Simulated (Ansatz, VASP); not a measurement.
## Two plane-wave programs on TiC

```
Ti C
1.0
     0.00000    2.14205    2.14205
     2.14205    0.00000    2.14205
     2.14205    2.14205    0.00000
Ti C
1 1
Direct
  0.00000 0.00000 0.00000
  0.50000 0.50000 0.50000
```

Alike in both runs: task single point; functional r2SCAN; k mesh 16 × 16 × 16; occupations gaussian, width 0.1 eV; no spin polarisation.

```csv
,VASP,Ansatz
version,VASP 6.6.1,Ansatz 0.2.0
potentials or method,"VASP PAW PBE potentials, release 64 (Ti_sv, C), cutoff 520 eV","scalar-relativistic, plane waves, PAW"
valence electrons in the cell,16,16
```

Ansatz gave:

| Quantity | Value |
| --- | --- |
| gap on the k mesh at the Fermi level (eV) | none |
| pressure (GPa) | 8.5 |

Problem. Which values does VASP return?

Solution. gap on the k mesh at the Fermi level (eV): none; pressure (GPa): 9.5.

VASP's potentials were made for PBE, not for r2SCAN. A gap of «none» marks a metal or a gap that the smearing closes.
